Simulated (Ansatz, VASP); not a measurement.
# One calculation of Au, two programs

```
CELL_PARAMETERS angstrom
0.00000 0.00000 -2.90686
-2.90686 0.00000 0.00000
1.45343 6.03991 1.45343
ATOMIC_POSITIONS crystal
Au 0.66667 0.66667 0.33333
Au 0.00000 0.00000 0.00000
Au 0.33333 0.33333 0.66667
```

Alike in both runs: functional PBEsol; k mesh 14 × 14 × 14; occupations gaussian, width 0.1 eV; no spin polarisation.

Ansatz relaxed the structure, and its values are those at the end. VASP's run is a single point on that final structure, the one shown.

|  | VASP | Ansatz |
| --- | --- | --- |
| version | VASP 6.6.1 | Ansatz 0.2.0 |
| potentials or method | VASP PAW PBE potentials, release 64 (Au), cutoff 520 eV | scalar-relativistic, plane waves, PAW |
| valence electrons in the cell | 33 | 57 |

VASP gave:

* gap on the k mesh at the Fermi level (eV): none
* pressure (GPa): -0.3

Estimate Ansatz's values.

gap on the k mesh at the Fermi level (eV): none; pressure (GPa): 0.0.

VASP's potentials were made for PBE, not for PBEsol. A gap of «none» marks a metal or a gap that the smearing closes. VASP's potentials hold 33 valence electrons a cell and Ansatz's 57, so a difference there can come from the potentials and not from the codes.

Spin-orbit coupling is off throughout.
